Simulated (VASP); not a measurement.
Here is a VASP 6.6.1 calculation.

File POSCAR:

```
HfC
1.0
    3.3428660000      0.0000000000      0.0000000000
   -1.6714330000      2.8950070000      0.0000000000
    0.0000000000      0.0000000000      5.2027140000
Hf C
2 2
Direct
    0.6666666667      0.3333333333      0.7500000000
    0.3333333333      0.6666666667      0.2500000000
    0.0000000000      0.0000000000      0.0000000000
    0.0000000000      0.0000000000      0.5000000000
```

INCAR.step1

```
PREC = Accurate ; ENCUT = 520
ISMEAR = 1 ; SIGMA = 0.1
LREAL = False ; LASPH = True
NELM = 80 ; NBANDS = 22
GGA = PE ; ALGO = Normal
EDIFF = 1E-4 ; LWAVE = True
LCHARG = False
```

Contents of INCAR.step2:

```
PREC = Accurate ; ENCUT = 520
EDIFF = 1E-6 ; ISMEAR = 1
SIGMA = 0.1 ; LREAL = False
LASPH = True ; NELM = 80
ALGO = Normal ; ISIF = 2
LWAVE = False ; LCHARG = True
METAGGA = R2SCAN ; LMIXTAU = True
LELF = True ; LVHAR = True
NBANDS = 22 ; ISTART = 1
```

File KPOINTS:

```
Automatic mesh
0
Gamma
  9 9 5
```

Potentials or basis: VASP PAW PBE potentials, release 64 (Hf_pv, C).

The run is started by

```sh
$ cat potpaw_PBE.64/Hf_pv/POTCAR potpaw_PBE.64/C/POTCAR > POTCAR
$ cp INCAR.step1 INCAR
$ mpirun -np 1 vasp_std > vasp.out
$ cp INCAR.step2 INCAR
$ mpirun -np 1 vasp_std > vasp.out
```

**Question.** Predict the band gap on the k mesh.

**Answer.** Zero (band 14 reaches 7.66 eV, above the bottom of band 15 at 6.35 eV).

**Question.** Predict the pressure.

**Answer.** -3.8 GPa.

Stress tensor (GPa, compression positive):
```
-5.85  0.00  0.00
 0.00 -5.85  0.00
 0.00  0.00  0.22
```

Caveat: the PAW data sets were made with another functional, which shifts forces and pressure a little; spin-orbit coupling is left out, which moves the levels of the heavy elements.
